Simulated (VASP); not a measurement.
# Al: single point with LDA

Crystal: Al.

```
Al
1.0
    -1.02216    1.64435    1.64435
     1.64435   -1.02216    1.64435
     1.64435    1.64435   -1.02216
Al
1
Direct
  0.00000 0.00000 0.00000
```

This cell differs from its parent crystal: ratio of the length along [111] to the lengths across it x 1.7, volume and fractional coordinates fixed.

| Item | Value |
| --- | --- |
| Program | VASP 6.6.1 |
| Task | single point |
| Functional | LDA |
| Potentials or basis | VASP PAW LDA potentials, release 64 (Al) |
| Cutoff | 520 eV |
| k mesh | 24 × 24 × 24 |
| Occupations | methfessel-paxton, width 0.2 eV |
| Spin | no spin polarisation |
| Dipole correction | no |
| Further INCAR settings | ALGO = Fast; EDIFF = 1e-07; NBANDS = 8 |

```
Pressure : 14.8 GPa
```

Stress tensor (GPa, compression positive):
```
14.83 -3.04 -3.04
-3.04 14.83 -3.04
-3.04 -3.04 14.83
```

Levels at points of the mesh, in eV from the Fermi level:
| k point | band 1 | band 2 | band 3 | band 4 | band 5 |
| --- | --- | --- | --- | --- | --- |
| (0.00, 0.00, 0.00) | -11.07 | 8.68 | 8.68 | 10.55 | 11.12 |
| (0.50, 0.00, 0.00) | -5.64 | -5.09 | 10.81 | 13.79 | 14.22 |
| (0.50, 0.50, 0.00) | -1.85 | -0.30 | 0.57 | 2.43 | 17.53 |
| (0.50, 0.50, 0.50) | 2.49 | 2.49 | 4.61 | 4.61 | 4.88 |

It took 75 s on 1 thread of Intel(R) Xeon(R) Platinum 8375C CPU @ 2.90GHz (Ice Lake), with other jobs on the host, peak memory 0.24 GiB.
